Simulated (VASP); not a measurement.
Set up this calculation in VASP 6.6.1, as the native input.

```yaml
Task: single point
Functional: r2SCAN
Potentials_or_basis: VASP PAW PBE potentials, release 64 (Ir, P)
Cutoff: 520 eV
k_mesh: 11 × 11 × 11
Occupations: gaussian, width 0.0941 eV
Spin: no spin polarisation
Dipole_correction: no
Further_INCAR_settings: ALGO = Normal; EDIFF = 1e-07; NBANDS = 18
```

Crystal: PIr2.

```
CELL_PARAMETERS angstrom
0.00000 2.75361 2.75361
2.75361 0.00000 2.75361
2.75361 2.75361 0.00000
ATOMIC_POSITIONS crystal
Ir 0.25000 0.25000 0.25000
Ir 0.75000 0.75000 0.75000
P 0.00000 0.00000 0.00000
```

These files were run (other wordings do the same):

POSCAR

```
PIr2
1.0
    0.0000000000      2.7536076200      2.7536076200
    2.7536076200      0.0000000000      2.7536076200
    2.7536076200      2.7536076200      0.0000000000
Ir P
2 1
Direct
    0.2500000000      0.2500000000      0.2500000000
    0.7500000000      0.7500000000      0.7500000000
    0.0000000000      0.0000000000      0.0000000000
```

INCAR.step1

```
PREC = Accurate
ENCUT = 520
ISMEAR = 0
SIGMA = 0.0941
LREAL = False
LASPH = True
NELM = 80
NBANDS = 18
GGA = PE
ALGO = Normal
EDIFF = 1E-4
LWAVE = True
LCHARG = False
```

INCAR.step2

```
PREC = Accurate
ENCUT = 520
EDIFF = 1E-7
ISMEAR = 0
SIGMA = 0.0941
LREAL = False
LASPH = True
NELM = 80
ALGO = Normal
ISIF = 2
LWAVE = False
LCHARG = False
METAGGA = R2SCAN
LMIXTAU = True
NBANDS = 18
ISTART = 1
```

KPOINTS

```
Automatic mesh
0
Gamma
  11 11 11
```

Potentials or basis: VASP PAW PBE potentials, release 64 (Ir, P).

Launch:

```bash
$ cat potpaw_PBE.64/Ir/POTCAR potpaw_PBE.64/P/POTCAR > POTCAR
$ cp INCAR.step1 INCAR
$ mpirun -np 1 vasp_std > vasp.out
$ cp INCAR.step2 INCAR
$ mpirun -np 1 vasp_std > vasp.out
```

It gave:

The pressure is 8.8 GPa.

Caveat: the PAW data sets were made with another functional, which shifts forces and pressure a little.

It took 4.7 min on 1 thread of AMD EPYC 7R13 (shared host), peak memory 0.17 GiB.
